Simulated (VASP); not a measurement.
A run of VASP 6.6.1 is set up as follows.

INCAR

```
SYSTEM = GePt
ALGO = Normal ; EDIFF = 1E-7
EDIFFG = -0.04 ; ENCUT = 600
GGA = PE ; IBRION = 2
ISIF = 3 ; ISMEAR = 0
LASPH = .TRUE. ; LCHARG = .FALSE.
LREAL = .FALSE. ; LWAVE = .FALSE.
NELM = 100 ; NSW = 90
PREC = Accurate ; SIGMA = 0.1
```

KPOINTS

```
k-points
0
G
  4 6 4
  0 0 0
```

POSCAR

```
GePt
1.0
    5.7320000000      0.0000000000      0.0000000000
    0.0000000000      3.7010000000      0.0000000000
    0.0000000000      0.0000000000      6.0880000000
Ge Pt
4 4
Direct
    0.8050000000      0.7500000000      0.5900000000
    0.1950000000      0.2500000000      0.4100000000
    0.6950000000      0.2500000000      0.0900000000
    0.3050000000      0.7500000000      0.9100000000
    0.9900000000      0.7500000000      0.1950000000
    0.0100000000      0.2500000000      0.8050000000
    0.5100000000      0.2500000000      0.6950000000
    0.4900000000      0.7500000000      0.3050000000
```

Potentials or basis: VASP PAW PBE potentials, release 64 (Ge_d, Pt).

Launch:

```console
$ cat potpaw_PBE.64/Ge_d/POTCAR potpaw_PBE.64/Pt/POTCAR > POTCAR
$ mpirun -np 1 vasp_std > vasp.out
```

(1) Predict the relaxed cell.

(2) What does it give for the band gap on the k mesh?

(3) Predict the space group after relaxing (to 0.05 Å).

Answers

(1) a = 5.834 Å, b = 3.739 Å, c = 6.179 Å, α = 90.00°, β = 90.00°, γ = 90.00°.

(2) zero (band 48 reaches 9.80 eV, above the bottom of band 49 at 8.65 eV).

(3) Pnma (No. 62).

Caveat: spin-orbit coupling is left out, which moves the levels of the heavy elements.
